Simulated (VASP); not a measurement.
# Li (Fm-3m) in VASP: further runs

Runs on Li. Level: PBE+D3(BJ). Tasks: single point, relaxation of cell and atoms.

Program: VASP 6.6.1. These are calculated values, not measurements. Logs are shortened: lines on timing, memory, paths and dates and some standing lists are left out, and cuts for length are marked.

## Step 1: The cell of the first run

The structure is cubic, space group Fm-3m (No. 225). The conventional cell has a = 4.183 Å, b = 4.183 Å, c = 4.183 Å, α = 90.00°, β = 90.00°, γ = 90.00°. Within 3.9 Å of Li (site symmetry m-3m) lie 12 Li at 2.96 Å.

This isn't the form of Li at room conditions, which is bcc.

## Step 2: Single point, PBE+D3(BJ)

INCAR

```
SYSTEM = Li
ALGO = Normal
EDIFF = 1E-6
ENCUT = 520
GGA = PE
ISIF = 2
ISMEAR = -1
IVDW = 12
LASPH = .TRUE.
LCHARG = .FALSE.
LREAL = .FALSE.
LWAVE = .FALSE.
NBANDS = 8
NELM = 100
PREC = Accurate
SIGMA = 0.15
```

KPOINTS

```
k-points
0
G
  20 20 20
  0 0 0
```

POSCAR

```
Li
1.0
    0.0000000000      2.0917055529      2.0917055529
    2.0917055529      0.0000000000      2.0917055529
    2.0917055529      2.0917055529      0.0000000000
Li
1
Direct
    0.0000000000      0.0000000000      0.0000000000
```

Potentials or basis: VASP PAW PBE potentials, release 64 (Li_sv).

Run with:

```
$ cat potpaw_PBE.64/Li_sv/POTCAR > POTCAR
$ mpirun -np 1 vasp_std > vasp.out
```

OUTCAR:

```text
SYSTEM = Li
   EDIFF = 1E-6
   ENCUT = 520
   GGA = PE
   ISIF = 2
   ISMEAR = -1
   IVDW = 12
   LASPH = .TRUE.
   LREAL = .FALSE.
   NELM = 100
   PREC = Accurate
 IVDW          = 12

 ion  position               nearest neighbor table
   1  0.000  0.000  0.000-

  LATTYP: Found a face centered cubic cell.
 ALAT       =     4.1834111058

  Lattice vectors:

 A1 = (   0.0000000000,   2.0917055529,   2.0917055529)
 A2 = (   2.0917055529,   0.0000000000,   2.0917055529)
 A3 = (   2.0917055529,   2.0917055529,   0.0000000000)

Analysis of symmetry for initial positions (statically):
=====================================================================
 Subroutine PRICEL returns:
 Original cell was already a primitive cell.

 Routine SETGRP: Setting up the symmetry group for a
 face centered cubic supercell.

 Subroutine GETGRP returns: Found 48 space group operations
 (whereof 48 operations were pure point group operations)
 out of a pool of 48 trial point group operations.

The static configuration has the point symmetry O_h .

Analysis of symmetry for dynamics (positions and initial velocities):
=====================================================================
 Subroutine PRICEL returns:
 Original cell was already a primitive cell.

 Routine SETGRP: Setting up the symmetry group for a
 face centered cubic supercell.

 Subroutine GETGRP returns: Found 48 space group operations
 (whereof 48 operations were pure point group operations)
 out of a pool of 48 trial point group operations.

The dynamic configuration has the point symmetry O_h .

 Subroutine INISYM returns: Found 48 space group operations
 (whereof 48 operations are pure point group operations),
 and found     1 'primitive' translations

----------------------------------------------------------------------------------------

                                     Primitive cell

  volume of cell :      18.3034

  direct lattice vectors                    reciprocal lattice vectors
     0.000000000  2.091705553  2.091705553    -0.239039381  0.239039381  0.239039381
     2.091705553  0.000000000  2.091705553     0.239039381 -0.239039381  0.239039381
     2.091705553  2.091705553  0.000000000     0.239039381  0.239039381 -0.239039381

  length of vectors
     2.958118361  2.958118361  2.958118361     0.414028352  0.414028352  0.414028352

  position of ions in fractional coordinates (direct lattice)
     0.000000000  0.000000000  0.000000000

  ion indices of the primitive-cell ions
   primitive index   ion index
                 1           1

----------------------------------------------------------------------------------------

 KPOINTS: k-points

Automatic generation of k-mesh.
 Grid dimensions read from file:
 generate k-points for:   20   20   20

 Generating k-lattice:

  Cartesian coordinates                     Fractional coordinates (reciprocal lattice)
    -0.011951969  0.011951969  0.011951969     0.050000000  0.000000000  0.000000000
     0.011951969 -0.011951969  0.011951969     0.000000000  0.050000000  0.000000000
     0.011951969  0.011951969 -0.011951969     0.000000000  0.000000000  0.050000000

  Length of vectors
     0.020701418  0.020701418  0.020701418

  Shift w.r.t. Gamma in fractional coordinates (k-lattice)
     0.000000000  0.000000000  0.000000000

 Subroutine IBZKPT returns following result:
 ===========================================

 Found    256 irreducible k-points:

 Following reciprocal coordinates:
            Coordinates               Weight
  0.000000  0.000000  0.000000      1.000000
  0.050000  0.000000  0.000000      8.000000
  0.100000  0.000000  0.000000      8.000000
  0.150000  0.000000  0.000000      8.000000
  0.200000  0.000000  0.000000      8.000000
  0.250000  0.000000  0.000000      8.000000
[... 16 lines left out ...]
 -0.400000  0.050000  0.000000     24.000000
 -0.350000  0.050000  0.000000     24.000000
 [... further k-points ...]
   k-points           NKPTS =    256   k-points in BZ     NKDIM =    256   number of bands    NBANDS=      8
   number of dos      NEDOS =    301   number of ions     NIONS =      1
   total plane-waves  NPLWV =  13824
   dimension x,y,z NGX =    24 NGY =   24 NGZ =   24
   dimension x,y,z NGXF=    48 NGYF=   48 NGZF=   48
   ions per type =               1
   NGX,Y,Z   is equivalent  to a cutoff of  13.49, 13.49, 13.49 a.u.
   NGXF,Y,Z  is equivalent  to a cutoff of  26.98, 26.98, 26.98 a.u.
 SYSTEM =  Li
   PREC   = accura    normal or accurate (medium, high low for compatibility)
   ISTART =      0    job   : 0-new  1-cont  2-samecut
   ICHARG =      2    charge: 1-file 2-atom 10-const
   ISPIN  =      1    spin polarized calculation?
   LNONCOLLINEAR =      F non collinear calculations
   LSORBIT =      F    spin-orbit coupling
   LASPH  =      T    aspherical Exc in radial PAW
   ENCUT  =  520.0 eV  38.22 Ry    6.18 a.u.   5.50  5.50  5.50*2*pi/ulx,y,z
   NELM   =    100;   NELMIN=  2; NELMDL= -5     # of ELM steps
   EDIFF  = 0.1E-05   stopping-criterion for ELM
   LREAL  =      F    real-space projection
   EDIFFG = 0.1E-04   stopping-criterion for IOM
   NSW    =      0    number of steps for IOM
   IBRION =     -1    ionic relax: 0-MD 1-quasi-New 2-CG
   NFREE  =      0    steps in history (QN), initial steepest desc. (CG)
   ISIF   =      2    stress and relaxation
   ISYM   =      2    0-nonsym 1-usesym 2-fastsym
   POTIM  = 0.5000    time-step for ionic-motion
   TEBEG  =    0.0;   TEEND  =   0.0 temperature during run
   PSTRESS=    0.0 pullay stress
   NELECT =       3.0000    total number of electrons
   NUPDOWN=      -1.0000    fix difference up-down
   EMIN   =  10.00;   EMAX   =-10.00  energy-range for DOS
   EFERMI =   0.00;   METHOD = LEGACY
   ISMEAR =    -1;   SIGMA  =   0.15  broadening in eV -4-tet -1-fermi 0-gaus
   EFERMI_NEDOS =   21; number of points for ismear=-14 and -15
   IALGO  =     38    algorithm
   IMIX   =      4    mixing-type and parameters
     AMIX     =   0.40;   BMIX     =  1.00
     AMIX_MAG =   1.60;   BMIX_MAG =  1.00
  volume/ion in A,a.u.               =      18.30       123.52
  Fermi-wavevector in a.u.,A,eV,Ry     =   0.895924  1.693052 10.921132  0.802681
  Thomas-Fermi vector in A             =   2.018318
   LORBIT       =      0    0 simple, 1 ext, 2 COOP (PROOUT), +10 PAW based schemes
   GGA     = PE    functional components
   LHFCALC =     F    Hartree Fock is set to
   AEXX    =    0.0000 exact exchange contribution
   IVDW    =    12    specifies the selected vdW correction
   LEPSILON=     F    determine dielectric tensor
   LRPA    =     F    only Hartree local field effects (RPA)
 non-spin polarized calculation
  energy-cutoff  :      520.00
  volume of cell :       18.30
 maximum number of plane-waves:       531
 NGX is ok and might be reduce to    24
   NGX = 11   NGY = 11   NGZ = 11

 number of electron       3.0000004 magnetization

 Free energy of the ion-electron system (eV)
  ---------------------------------------------------
  ext. energy  EPLUGINS =         0.00000000
  ---------------------------------------------------
  free energy    TOTEN  =        -1.91428308 eV

  energy without entropy =       -1.88048689  energy(sigma->0) =       -1.89738499

 E-fermi :   0.9140     XC(G=0):  -7.2973

 val. band max:        0.9102802511   @ k =   0.4500   0.3500   0.0500
 cond. band min:       0.9191341595   @ k =   0.5000   0.3000   0.1000
 fundamental gap:      0.0088539084
 Fermi energy:         0.9139994528

 k-point     1 :       0.0000    0.0000    0.0000
  band No.  band energies     occupation
      1     -45.4378      2.00000
      2      -2.7657      2.00000
      3      16.3475      0.00000
      4      16.3476      0.00000
      5      16.3476      0.00000
      6      20.3905      0.00000
      7      20.3905      0.00000
      8      20.3905      0.00000

 k-point     2 :       0.0500    0.0000    0.0000
  band No.  band energies     occupation
      1     -45.4371      2.00000
      2      -2.7195      2.00000
      3      15.7851      0.00000
      4      16.2291      0.00000
      5      16.2291      0.00000
      6      19.7795      0.00000
      7      20.5964      0.00000
      8      20.5964      0.00000

 k-point     3 :       0.1000    0.0000    0.0000
  band No.  band energies     occupation
      1     -45.4351      2.00000
      2      -2.5807      2.00000
      3      14.4186      0.00000
      4      15.9404      0.00000
      5      15.9405      0.00000
      6      19.5546      0.00000
      7      21.1122      0.00000
      8      21.1122      0.00000

 k-point     4 :       0.1500    0.0000    0.0000
  band No.  band energies     occupation
      1     -45.4321      2.00000
      2      -2.3496      2.00000
      3      12.7719      0.00000
      4      15.5947      0.00000
      5      15.5948      0.00000
      6      19.6803      0.00000
      7      21.6303      0.00000
      8      21.6303      0.00000

 k-point     5 :       0.2000    0.0000    0.0000
  band No.  band energies     occupation
      1     -45.4283      2.00000
      2      -2.0266      2.00000
      3      11.0992      0.00000
      4      15.2663      0.00000
      5      15.2663      0.00000
      6      19.9332      0.00000
      7      21.5506      0.00000
      8      21.5506      0.00000
[... 177 lines left out ...]
 k-point    22 :      -0.4500    0.0500    0.0000
  band No.  band energies     occupation
      1     -45.4105      2.00000
      2       0.7984      1.36736
      3       4.3821      0.00000
      4      14.0493      0.00000
      5      14.3971      0.00000
      6      17.7031      0.00000
      7      18.8603      0.00000
      8      20.7676      0.00000

 k-point    23 :      -0.4000    0.0500    0.0000
  band No.  band energies     occupation
      1     -45.4120      2.00000
      2       0.3114      1.96464
      3       5.1358      0.00000
      4      13.9121      0.00000
      5      14.6418      0.00000
      6      18.0304      0.00000
      7      18.8871      0.00000
      8      20.9801      0.00000

 k-point    24 :      -0.3500    0.0500    0.0000
  band No.  band energies     occupation
      1     -45.4147      2.00000
      2      -0.2962      1.99937
      3       6.2360      0.00000
      4      13.8560      0.00000
      5      14.9109      0.00000
      6      18.4815      0.00000
      7      19.1197      0.00000
      8      21.2851      0.00000

 [... further k-points ...]

------------------------ aborting loop because EDIFF is reached ----------------------------------------

 Edisp (eV)   -0.18729

 E8    (eV) :    -0.0779

  FORCE on cell =-STRESS in cart. coord.  units (eV):
  Direction    XX          YY          ZZ          XY          YZ          ZX
  --------------------------------------------------------------------------------------
  -------------------------------------------------------------------------------------
  Total      -0.00954    -0.00954    -0.00954     0.00000    -0.00000    -0.00000
  in kB      -0.83492    -0.83492    -0.83492     0.00000    -0.00000    -0.00000
  external pressure =       -0.83 kB  Pullay stress =        0.00 kB

 VOLUME and BASIS-vectors are now :
 -----------------------------------------------------------------------------
  energy-cutoff  :      520.00
  volume of cell :       18.30
      direct lattice vectors                 reciprocal lattice vectors
     0.000000000  2.091705553  2.091705553    -0.239039381  0.239039381  0.239039381
     2.091705553  0.000000000  2.091705553     0.239039381 -0.239039381  0.239039381
     2.091705553  2.091705553  0.000000000     0.239039381  0.239039381 -0.239039381

 POSITION                                       TOTAL-FORCE (eV/Angst)
 -----------------------------------------------------------------------------------
      0.00000      0.00000      0.00000        -0.000000     -0.000000     -0.000000
 -----------------------------------------------------------------------------------
    total drift:                               -0.000000      0.000000     -0.000000

  FREE ENERGIE OF THE ION-ELECTRON SYSTEM (eV)
  ---------------------------------------------------
  free  energy   TOTEN  =        -2.1015698638 eV

  energy  without entropy=       -2.0677736754  energy(sigma->0) =       -2.08467177
```

Run time: 34 s. Hardware: 1 thread of Intel Xeon Platinum 8375C at 2.90GHz (Ice Lake), shared host; peak memory 0.16 GiB.

Results:

```yaml
Free_energy: -2.1016 eV
Band_gap_on_the_k_mesh: zero (an odd number of electrons rules out a gap without spin polarisation)
Dispersion_energy_per_atom: -0.187 eV
```

Caveat: the cutoff is under 1.25 times the usual one of these potentials, so pressure, stress and relaxed cells hold a basis-set (Pulay) error.

## Step 3: Relaxation of cell and atoms, PBE+D3(BJ)

This run uses another cell than the first one, of 18.22 Å³/atom.

INCAR

```
PREC = Accurate
ENCUT = 600
EDIFF = 1E-6
ISMEAR = -1
SIGMA = 0.15
LREAL = F
LASPH = T
NELM = 100
ALGO = Normal
ISIF = 3
LWAVE = F
LCHARG = F
GGA = PE
IVDW = 12
IBRION = 2
NSW = 80
EDIFFG = -0.001
```

KPOINTS

```
regular mesh
0
Gamma
  20 20 20
```

POSCAR

```
Li
1.0
    0.0000000000      2.0884826780      2.0884826780
    2.0884826780      0.0000000000      2.0884826780
    2.0884826780      2.0884826780      0.0000000000
Li
1
Direct
    0.0000000000      0.0000000000      0.0000000000
```

Potentials or basis: VASP PAW PBE potentials, release 64 (Li_sv).

Run with:

```
$ cat potpaw_PBE.64/Li_sv/POTCAR > POTCAR
$ mpirun -np 1 vasp_std > vasp.out
```

Run time: 19 s. Hardware: 1 thread of Intel Xeon Platinum 8375C at 2.90GHz (Ice Lake), shared host; peak memory 0.15 GiB.

It converged, with:

- Free energy: -2.1013 eV
- Relaxed volume: 18.15 Å³/atom
- Relaxed cell: a = 2.950 Å, b = 2.950 Å, c = 2.950 Å, α = 60.00°, β = 60.00°, γ = 60.00°
- Space group after relaxing (to 0.1 Å): Fm-3m (No. 225)
- Energy gained by relaxing: 0.0 meV/atom
- Ionic steps: 3
- Pressure after relaxing: 0.0 GPa
- Band gap on the k mesh: zero (an odd number of electrons rules out a gap without spin polarisation)
- Dispersion energy per atom: -0.189 eV

Final structure:
```cif
data_structure
_symmetry_space_group_name_H-M 'P 1'
_symmetry_Int_Tables_number 1
_cell_length_a 2.9500
_cell_length_b 2.9500
_cell_length_c 2.9500
_cell_angle_alpha 60.000
_cell_angle_beta 60.000
_cell_angle_gamma 60.000
_cell_volume 18.15
loop_
_atom_site_label
_atom_site_type_symbol
_atom_site_fract_x
_atom_site_fract_y
_atom_site_fract_z
_atom_site_occupancy
Li1 Li 0.00000 0.00000 0.00000 1
```

Levels at points of the mesh, in eV from the Fermi level:
```
           k point  band 1  band 2  band 3  band 4  band 5
(0.00, 0.00, 0.00)  -46.34   -3.69   15.52   15.52   15.52
(0.50, 0.00, 0.00)  -46.31   -0.06    3.31   13.65   13.66
(0.50, 0.50, 0.00)  -46.30    1.62    5.13    9.09    9.09
```

Caveat: the cutoff is under 1.25 times the usual one of these potentials, so pressure, stress and relaxed cells hold a basis-set (Pulay) error.
